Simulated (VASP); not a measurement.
Here is a VASP 6.6.1 calculation.

Contents of INCAR:

```
SYSTEM = MgB2Te4
PREC = Accurate ; ENCUT = 520
EDIFF = 1E-6 ; ISMEAR = 0
SIGMA = 0.01 ; LREAL = .FALSE.
LASPH = .TRUE. ; NELM = 60
ALGO = Normal ; ISIF = 2
LWAVE = .FALSE. ; LCHARG = .FALSE.
GGA = PE ; NBANDS = 25
```

The input KPOINTS:

```
regular mesh
0
G
  8 8 8
  0 0 0
```

File POSCAR:

```
MgB2Te4
1.0
   -2.2884153501      4.9393956641      5.3074060098
    2.2884153501     -4.9393956641      5.3074060098
    2.2884153501      4.9393956641     -5.3074060098
Mg B Te
1 2 4
Direct
    0.5000000000      0.5000000000      0.0000000000
    0.1311545393      0.6311545393      0.5000000000
    0.8688454607      0.3688454607      0.5000000000
    0.3333132686      0.8333132686      0.5000000000
    0.6666867314      0.1666867314      0.5000000000
    0.1719080323      0.5000000000      0.6719080323
    0.8280919677      0.5000000000      0.3280919677
```

Potentials or basis: VASP PAW PBE potentials, release 64 (Mg, B, Te).

Launch:

```sh
$ cat potpaw_PBE.64/Mg/POTCAR potpaw_PBE.64/B/POTCAR potpaw_PBE.64/Te/POTCAR > POTCAR
$ mpirun -np 1 vasp_std > vasp.out
```

Q: Predict the largest force.

A: 0.057 eV/Å.

Q: Predict the band gap on the k mesh.

A: 0.17 eV, indirect (least direct gap 0.41 eV).

Q: Estimate the pressure.

A: 0.1 GPa.

Stress tensor (GPa, compression positive):
```
-0.02  0.00  0.00
 0.00  0.07  0.00
 0.00  0.00  0.19
```

Caveat: spin-orbit coupling is left out, which moves the levels of the heavy elements. A k mesh can miss the band edges.
